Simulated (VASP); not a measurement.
# NbAs (I4_1md) in VASP: further runs

The runs below take NbAs through single point, with r2SCAN.

Program: VASP 6.6.1. These are calculated values, not measurements. Logs are shortened: lines on timing, memory, paths and dates and some standing lists are left out, and cuts for length are marked.

## Step 1: The cell of the first run

It takes space group I4_1md (No. 109, tetragonal). Conventional cell: a = 3.480 Å, b = 3.480 Å, c = 11.851 Å, α = 90.00°, β = 90.00°, γ = 90.00°. Within 3.5 Å of Nb (site symmetry 2mm) lie 6 As at 2.64 to 2.65 Å and 8 Nb at 3.44 to 3.48 Å. Within 3.5 Å of As (site symmetry 2mm) lie 6 Nb at 2.64 to 2.65 Å and 8 As at 3.44 to 3.48 Å.

## Step 2: Single point, r2SCAN

POSCAR reads:

```
NbAs
1.0
   -1.7398643000      1.7398643000      5.9254354800
    1.7398643000     -1.7398643000      5.9254354800
    1.7398643000      1.7398643000     -5.9254354800
Nb As
2 2
Direct
   -0.0008483400     -0.0008483400      0.0000000000
    0.7491516600      0.2491516600      0.5000000000
    0.4168483400      0.4168483400      0.0000000000
    0.1668483400      0.6668483400      0.5000000000
```

INCAR.step1 reads:

```
  PREC = Accurate
  ENCUT = 520
  ISMEAR = -1
  SIGMA = 0.1
  LREAL = F
  LASPH = T
  NELM = 100
  NBANDS = 26
  GGA = PE
  ALGO = Normal
  EDIFF = 1E-4
  LWAVE = T
  LCHARG = F
```

INCAR.step2 reads:

```
  PREC = Accurate
  ENCUT = 520
  EDIFF = 1E-6
  ISMEAR = -1
  SIGMA = 0.1
  LREAL = F
  LASPH = T
  NELM = 100
  ALGO = Normal
  ISIF = 2
  LWAVE = F
  LCHARG = F
  METAGGA = R2SCAN
  LMIXTAU = T
  NBANDS = 26
  ISTART = 1
```

KPOINTS reads:

```
Automatic mesh
0
Gamma
  11 11 11
```

Potentials or basis: VASP PAW PBE potentials, release 64 (Nb_sv, As).

Launch:

```
$ cat potpaw_PBE.64/Nb_sv/POTCAR potpaw_PBE.64/As/POTCAR > POTCAR
$ cp INCAR.step1 INCAR
$ mpirun -np 1 vasp_std > vasp.out
$ cp INCAR.step2 INCAR
$ mpirun -np 1 vasp_std > vasp.out
```

OUTCAR:

```text
PREC = Accurate
   ENCUT = 520
   EDIFF = 1E-6
   ISMEAR = -1
   LREAL = F
   LASPH = T
   NELM = 100
   ISIF = 2
   METAGGA = R2SCAN
   ISTART = 1

 ion  position               nearest neighbor table
   1  0.999  0.999  0.000-   4 2.64   4 2.64   3 2.65   3 2.65   3 2.65   3 2.65
   2  0.749  0.249  0.500-   3 2.64   3 2.64   4 2.65   4 2.65   4 2.65   4 2.65
   3  0.417  0.417  0.000-   2 2.64   2 2.64   1 2.65   1 2.65   1 2.65   1 2.65
   4  0.167  0.667  0.500-   1 2.64   1 2.64   2 2.65   2 2.65   2 2.65   2 2.65

  LATTYP: Found a body centered tetragonal cell.
 ALAT       =     3.4797286000
 C/A-ratio  =     3.4056882942

  Lattice vectors:

 A1 = (  -1.7398643000,   1.7398643000,   5.9254354800)
 A2 = (   1.7398643000,  -1.7398643000,   5.9254354800)
 A3 = (   1.7398643000,   1.7398643000,  -5.9254354800)

Analysis of symmetry for initial positions (statically):
=====================================================================
 Subroutine PRICEL returns:
 Original cell was already a primitive cell.

 Routine SETGRP: Setting up the symmetry group for a
 body centered tetragonal supercell.

 Subroutine GETGRP returns: Found  8 space group operations
 (whereof  4 operations were pure point group operations)
 out of a pool of 16 trial point group operations.

The static configuration has the point symmetry C_2v.
 The point group associated with its full space group is C_4v.

Analysis of symmetry for dynamics (positions and initial velocities):
=====================================================================
 Subroutine PRICEL returns:
 Original cell was already a primitive cell.

 Routine SETGRP: Setting up the symmetry group for a
 body centered tetragonal supercell.

 Subroutine GETGRP returns: Found  8 space group operations
 (whereof  4 operations were pure point group operations)
 out of a pool of 16 trial point group operations.

The dynamic configuration has the point symmetry C_2v.
 The point group associated with its full space group is C_4v.

 Subroutine INISYM returns: Found  8 space group operations
 (whereof  4 operations are pure point group operations),
 and found     1 'primitive' translations

----------------------------------------------------------------------------------------

                                     Primitive cell

  volume of cell :      71.7482

  direct lattice vectors                    reciprocal lattice vectors
    -1.739864300  1.739864300  5.925435480     0.000000000  0.287378734  0.084381984
     1.739864300 -1.739864300  5.925435480     0.287378734  0.000000000  0.084381984
     1.739864300  1.739864300 -5.925435480     0.287378734  0.287378734  0.000000000

  length of vectors
     6.415998846  6.415998846  6.415998846     0.299511028  0.299511028  0.406414903

  position of ions in fractional coordinates (direct lattice)
     0.999151660  0.999151660  0.000000000
     0.749151660  0.249151660  0.500000000
     0.416848340  0.416848340  0.000000000
     0.166848340  0.666848340  0.500000000

  ion indices of the primitive-cell ions
   primitive index   ion index
                 1           1
                 2           2
                 3           3
                 4           4

----------------------------------------------------------------------------------------

 KPOINTS: Automatic mesh

Automatic generation of k-mesh.
 Grid dimensions read from file:
 generate k-points for:   11   11   11

 Generating k-lattice:

  Cartesian coordinates                     Fractional coordinates (reciprocal lattice)
     0.000000000  0.026125339  0.007671089     0.090909091  0.000000000  0.000000000
     0.026125339  0.000000000  0.007671089     0.000000000  0.090909091  0.000000000
     0.026125339  0.026125339  0.000000000     0.000000000  0.000000000  0.090909091

  Length of vectors
     0.027228275  0.027228275  0.036946809

  Shift w.r.t. Gamma in fractional coordinates (k-lattice)
     0.000000000  0.000000000  0.000000000

 Subroutine IBZKPT returns following result:
 ===========================================

 Found    126 irreducible k-points:

 Following reciprocal coordinates:
            Coordinates               Weight
  0.000000  0.000000  0.000000      1.000000
  0.090909  0.000000  0.000000      8.000000
  0.181818 -0.000000  0.000000      8.000000
  0.272727  0.000000  0.000000      8.000000
  0.363636 -0.000000  0.000000      8.000000
  0.454545  0.000000  0.000000      8.000000
[... 16 lines left out ...]
 -0.272727  0.181818 -0.000000     16.000000
 -0.181818  0.181818  0.000000      4.000000
 [... further k-points ...]
   k-points           NKPTS =    126   k-points in BZ     NKDIM =    126   number of bands    NBANDS=     26
   number of dos      NEDOS =    301   number of ions     NIONS =      4
   total plane-waves  NPLWV = 110592
   dimension x,y,z NGX =    48 NGY =   48 NGZ =   48
   dimension x,y,z NGXF=    96 NGYF=   96 NGZF=   96
   ions per type =               2   2
   NGX,Y,Z   is equivalent  to a cutoff of  12.44, 12.44, 12.44 a.u.
   NGXF,Y,Z  is equivalent  to a cutoff of  24.87, 24.87, 24.87 a.u.
 SYSTEM =  unknown system
   PREC   = accura    normal or accurate (medium, high low for compatibility)
   ISTART =      1    job   : 0-new  1-cont  2-samecut
   ICHARG =      0    charge: 1-file 2-atom 10-const
   ISPIN  =      1    spin polarized calculation?
   LNONCOLLINEAR =      F non collinear calculations
   LSORBIT =      F    spin-orbit coupling
   LASPH  =      T    aspherical Exc in radial PAW
   ENCUT  =  520.0 eV  38.22 Ry    6.18 a.u.  11.93 11.93 11.93*2*pi/ulx,y,z
   NELM   =    100;   NELMIN=  2; NELMDL=  0     # of ELM steps
   EDIFF  = 0.1E-05   stopping-criterion for ELM
   LREAL  =      F    real-space projection
[... 7 lines left out ...]
   TEBEG  =    0.0;   TEEND  =   0.0 temperature during run
   PSTRESS=    0.0 pullay stress
   NELECT =      36.0000    total number of electrons
   NUPDOWN=      -1.0000    fix difference up-down
   EMIN   =  10.00;   EMAX   =-10.00  energy-range for DOS
   EFERMI =   0.00;   METHOD = LEGACY
   ISMEAR =    -1;   SIGMA  =   0.10  broadening in eV -4-tet -1-fermi 0-gaus
   EFERMI_NEDOS =   21; number of points for ismear=-14 and -15
   IALGO  =     38    algorithm
   IMIX   =      4    mixing-type and parameters
     AMIX     =   0.40;   BMIX     =  1.00
     AMIX_MAG =   1.60;   BMIX_MAG =  1.00
  volume/ion in A,a.u.               =      17.94       121.05
  Fermi-wavevector in a.u.,A,eV,Ry     =   1.300884  2.458315 23.025137  1.692300
  Thomas-Fermi vector in A             =   2.432054
   LORBIT       =      0    0 simple, 1 ext, 2 COOP (PROOUT), +10 PAW based schemes
   METAGGA = R2SCAN    functional components
   LHFCALC =     F    Hartree Fock is set to
   AEXX    =    0.0000 exact exchange contribution
   IVDW    =     0    specifies the selected vdW correction
   LEPSILON=     F    determine dielectric tensor
   LRPA    =     F    only Hartree local field effects (RPA)
 non-spin polarized calculation
  energy-cutoff  :      520.00
  volume of cell :       71.75
 maximum number of plane-waves:      1962
   NGX = 23   NGY = 23   NGZ = 23

 number of electron      36.0000000 magnetization

 Free energy of the ion-electron system (eV)
  ---------------------------------------------------
  ext. energy  EPLUGINS =         0.00000000
  ---------------------------------------------------
  free energy    TOTEN  =       -82.26504295 eV

  energy without entropy =      -82.23816490  energy(sigma->0) =      -82.25160393

 E-fermi :   9.2306     XC(G=0): -12.4810

 val. band max:        9.1973737151   @ k =  -0.0909   0.4545   0.0909
 cond. band min:       9.2451089727   @ k =  -0.0909  -0.4545   0.0909
 fundamental gap:      0.0477352576
 Fermi energy:         9.2305690934

 k-point     1 :       0.0000    0.0000    0.0000
  band No.  band energies     occupation
      1     -47.8545      2.00000
      2     -47.8281      2.00000
      3     -23.3339      2.00000
      4     -23.2348      2.00000
      5     -23.2348      2.00000
      6     -23.0901      2.00000
[... 18 lines left out ...]
     25      13.1853      0.00000
     26      13.1853      0.00000

 k-point     2 :       0.0909    0.0000    0.0000
  band No.  band energies     occupation
      1     -47.8532      2.00000
      2     -47.8276      2.00000
      3     -23.3286      2.00000
      4     -23.2501      2.00000
      5     -23.2333      2.00000
      6     -23.1058      2.00000
[... 18 lines left out ...]
     25      13.3444      0.00000
     26      13.5254      0.00000

 k-point     3 :       0.1818   -0.0000    0.0000
  band No.  band energies     occupation
      1     -47.8495      2.00000
      2     -47.8263      2.00000
      3     -23.3229      2.00000
      4     -23.2823      2.00000
      5     -23.2293      2.00000
      6     -23.1454      2.00000
[... 18 lines left out ...]
     25      13.6007      0.00000
     26      14.2874      0.00000

 k-point     4 :       0.2727    0.0000    0.0000
  band No.  band energies     occupation
      1     -47.8446      2.00000
      2     -47.8248      2.00000
      3     -23.3620      2.00000
      4     -23.2778      2.00000
      5     -23.2240      2.00000
      6     -23.1925      2.00000
[... 18 lines left out ...]
     25      13.6463      0.00000
     26      15.0241      0.00000
[... 496 lines left out ...]
      1     -47.8363      2.00000
      2     -47.8205      2.00000
      3     -23.4013      2.00000
      4     -23.2859      2.00000
      5     -23.2518      2.00000
      6     -23.2140      2.00000
[... 18 lines left out ...]
     25      13.5192      0.00000
     26      15.1913      0.00000

 k-point    23 :      -0.2727    0.1818   -0.0000
  band No.  band energies     occupation
      1     -47.8410      2.00000
      2     -47.8216      2.00000
      3     -23.3526      2.00000
      4     -23.2942      2.00000
      5     -23.2550      2.00000
      6     -23.1874      2.00000
[... 18 lines left out ...]
     25      13.4794      0.00000
     26      14.7916      0.00000

 k-point    24 :      -0.1818    0.1818    0.0000
  band No.  band energies     occupation
      1     -47.8456      2.00000
      2     -47.8235      2.00000
      3     -23.3170      2.00000
      4     -23.2918      2.00000
      5     -23.2632      2.00000
      6     -23.1445      2.00000
[... 18 lines left out ...]
     25      13.0564      0.00000
     26      14.4508      0.00000

 [... further k-points ...]

------------------------ aborting loop because EDIFF is reached ----------------------------------------

  FORCE on cell =-STRESS in cart. coord.  units (eV):
  Direction    XX          YY          ZZ          XY          YZ          ZX
  --------------------------------------------------------------------------------------
  -------------------------------------------------------------------------------------
  Total       -1.5339593     -1.5339593     -1.3797227      0.0000000      0.0000000      0.0000000
  in kB      -34.2541654    -34.2541654    -30.8099776      0.0000000      0.0000000      0.0000000
  external PRESSURE =     -33.1061028 kB  Pullay stress =       0.0000000 kB

 VOLUME and BASIS-vectors are now :
 -----------------------------------------------------------------------------
  energy-cutoff  :      520.00
  volume of cell :       71.75
      direct lattice vectors                 reciprocal lattice vectors
    -1.739864300  1.739864300  5.925435480     0.000000000  0.287378734  0.084381984
     1.739864300 -1.739864300  5.925435480     0.287378734  0.000000000  0.084381984
     1.739864300  1.739864300 -5.925435480     0.287378734  0.287378734  0.000000000

 POSITION                                       TOTAL-FORCE (eV/Angst)
 -----------------------------------------------------------------------------------
      0.00000      0.00000     11.84082         0.000000     -0.000000      0.004870
     -0.00000      1.73986      2.95266        -0.000000      0.000000      0.004870
      0.00000      0.00000      4.94002        -0.000000      0.000000     -0.004870
      1.73986      0.00000      1.97730         0.000000     -0.000000     -0.004870
 -----------------------------------------------------------------------------------
    total drift:                               -0.000000     -0.000000      0.000263

  FREE ENERGIE OF THE ION-ELECTRON SYSTEM (eV)
  ---------------------------------------------------
  free  energy   TOTEN  =       -82.2650429489 eV

  energy  without entropy=      -82.2381649048  energy(sigma->0) =      -82.25160393
```

Wall time 30 min (1 thread of Intel Xeon Platinum 8488C (Sapphire Rapids), shared host); peak memory 0.48 GiB.

Results:

| Property | Result |
| --- | --- |
| Free energy | -82.2650 eV |
| Pressure | -3.3 GPa |
| Largest force | 0.005 eV/Å |
| Band gap on the k mesh | zero (bands 18 and 19 overlap by 0.02 eV) |

Forces on the atoms (eV/Å):
```
Nb   0.000  0.000  0.005
Nb   0.000  0.000  0.005
As   0.000  0.000 -0.005
As   0.000  0.000 -0.005
```

Levels at points of the mesh, in eV from the Fermi level:
```csv
k point,band 16,band 17,band 18,band 19,band 20,band 21
"(0.00, 0.00, 0.00)",-1.71,-1.46,-1.46,0.75,1.30,2.47
```

Caveat: the cell stands under tension; the PAW data sets were made with another functional, which shifts forces and pressure a little.

## Step 3: Single point, r2SCAN

This run uses another cell than the first one, of 18.29 Å³/atom.

POSCAR reads:

```
NbAs
1.0
   -1.7511624300      1.7511624300      5.9639134200
    1.7511624300     -1.7511624300      5.9639134200
    1.7511624300      1.7511624300     -5.9639134200
Nb As
2 2
Direct
   -0.0007511169     -0.0007511169      0.0000000000
    0.7492488831      0.2492488831      0.5000000000
    0.4167511169      0.4167511169      0.0000000000
    0.1667511169      0.6667511169      0.5000000000
```

INCAR.step1 reads:

```
SYSTEM = NbAs
PREC = Accurate ; ENCUT = 520
ISMEAR = -1 ; SIGMA = 0.1
LREAL = .FALSE. ; LASPH = .TRUE.
NELM = 60 ; NBANDS = 26
GGA = PE ; ALGO = Normal
EDIFF = 1E-4 ; LWAVE = .TRUE.
LCHARG = .FALSE.
```

INCAR.step2 reads:

```
SYSTEM = NbAs
PREC = Accurate ; ENCUT = 520
EDIFF = 1E-6 ; ISMEAR = -1
SIGMA = 0.1 ; LREAL = .FALSE.
LASPH = .TRUE. ; NELM = 60
ALGO = Normal ; ISIF = 2
LWAVE = .FALSE. ; LCHARG = .TRUE.
METAGGA = R2SCAN ; LMIXTAU = .TRUE.
LELF = .TRUE. ; LVHAR = .TRUE.
NBANDS = 26 ; ISTART = 1
```

KPOINTS reads:

```
Automatic mesh
0
G
  11 11 11
  0 0 0
```

Potentials or basis: VASP PAW PBE potentials, release 64 (Nb_sv, As).

Launch:

```
$ cat potpaw_PBE.64/Nb_sv/POTCAR potpaw_PBE.64/As/POTCAR > POTCAR
$ cp INCAR.step1 INCAR
$ mpirun -np 1 vasp_std > vasp.out
$ cp INCAR.step2 INCAR
$ mpirun -np 1 vasp_std > vasp.out
```

Wall time 31 min (1 thread of Intel Xeon Platinum 8488C (Sapphire Rapids), shared host); peak memory 0.48 GiB.

The run converged. Its results:

- Free energy: -82.2232 eV
- Pressure: -6.3 GPa
- Largest force: 0.010 eV/Å
- Band gap on the k mesh: zero (bands 18 and 19 overlap by 0.02 eV)

Forces in eV/Å, atoms in the order of the input:
```
Nb   0.000  0.000 -0.010
Nb   0.000  0.000 -0.010
As   0.000  0.000  0.010
As   0.000  0.000  0.010
```

Stress tensor (GPa, compression positive):
```
-6.54  0.00  0.00
 0.00 -6.54  0.00
 0.00  0.00 -5.68
```

Levels at points of the mesh, in eV from the Fermi level:
| k point | band 14 | band 15 | band 16 | band 17 | band 18 | band 19 | band 20 | band 21 | band 22 | band 23 |
| --- | --- | --- | --- | --- | --- | --- | --- | --- | --- | --- |
| (0.00, 0.00, 0.00) | -2.29 | -1.98 | -1.66 | -1.45 | -1.45 | 0.73 | 1.27 | 2.40 | 2.92 | 2.92 |

Caveat: the cell stands under tension; the PAW data sets were made with another functional, which shifts forces and pressure a little.

## Step 4: Single point, r2SCAN

This run uses another cell than the first one, of 18.64 Å³/atom.

POSCAR reads:

```
NbAs
1.0
   -1.7623166400      1.7623166400      6.0019011500
    1.7623166400     -1.7623166400      6.0019011500
    1.7623166400      1.7623166400     -6.0019011500
Nb As
2 2
Direct
   -0.0007564424     -0.0007564424      0.0000000000
    0.7492435576      0.2492435576      0.5000000000
    0.4167564424      0.4167564424      0.0000000000
    0.1667564424      0.6667564424      0.5000000000
```

INCAR.step1 reads:

```
ALGO = Normal
EDIFF = 1E-4
ENCUT = 520
GGA = PE
ISMEAR = -1
LASPH = True
LCHARG = False
LREAL = False
LWAVE = True
NBANDS = 26
NELM = 60
PREC = Accurate
SIGMA = 0.1
```

INCAR.step2 reads:

```
ALGO = Normal
EDIFF = 1E-6
ENCUT = 520
ISIF = 2
ISMEAR = -1
ISTART = 1
LASPH = True
LCHARG = False
LMIXTAU = True
LREAL = False
LWAVE = False
METAGGA = R2SCAN
NBANDS = 26
NELM = 60
PREC = Accurate
SIGMA = 0.1
```

KPOINTS reads:

```
k-points
0
Gamma
  11 11 11
```

Launch:

```
$ cat potpaw_PBE.64/Nb_sv/POTCAR potpaw_PBE.64/As/POTCAR > POTCAR
$ cp INCAR.step1 INCAR
$ mpirun -np 1 vasp_std > vasp.out
$ cp INCAR.step2 INCAR
$ mpirun -np 1 vasp_std > vasp.out
```

Run time: 31 min. Hardware: 1 thread of Intel Xeon Platinum 8488C (Sapphire Rapids), shared host; peak memory 0.49 GiB.

The run converged. Its results:

```
Free energy            : -82.1569 eV
Pressure               : -8.9 GPa
Band gap on the k mesh : zero (bands 18 and 19 overlap by 0.02 eV)
```

Stress tensor (GPa, compression positive):
```
-9.30  0.00  0.00
 0.00 -9.30  0.00
 0.00  0.00 -8.07
```

Levels at points of the mesh, in eV from the Fermi level:
```csv
k point,band 15,band 16,band 17,band 18,band 19,band 20,band 21,band 22
"(0.00, 0.00, 0.00)",-1.93,-1.61,-1.44,-1.44,0.71,1.23,2.34,2.84
```

Caveat: the cell stands under tension; the PAW data sets were made with another functional, which shifts forces and pressure a little.

## Step 5: Overview

```tsv
cell	gap on the mesh (eV)	pressure (GPa)
a = 6.416 Å, angles 148.5, 148.5, 45.1°, 4 atoms, atomic positions A	none	-3.3
a = 6.458 Å, angles 148.5, 148.5, 45.1°, 4 atoms, atomic positions B	none	-6.3
a = 6.499 Å, angles 148.5, 148.5, 45.1°, 4 atoms, atomic positions B	none	-8.9
```

Alike in all rows: task single point; level r2SCAN; potentials or basis VASP PAW PBE potentials, release 64 (Nb_sv, As); no spin polarisation; k mesh 11 × 11 × 11; cutoff (eV) 520; smearing fermi-dirac 0.1 eV.

Caveats: the cell stands under tension; the PAW data sets were made with another functional, which shifts forces and pressure a little.

Absolute energies hang on the potentials; compare differences alone.

The gap in the log of VASP goes by the Fermi energy; the results here count the filled bands.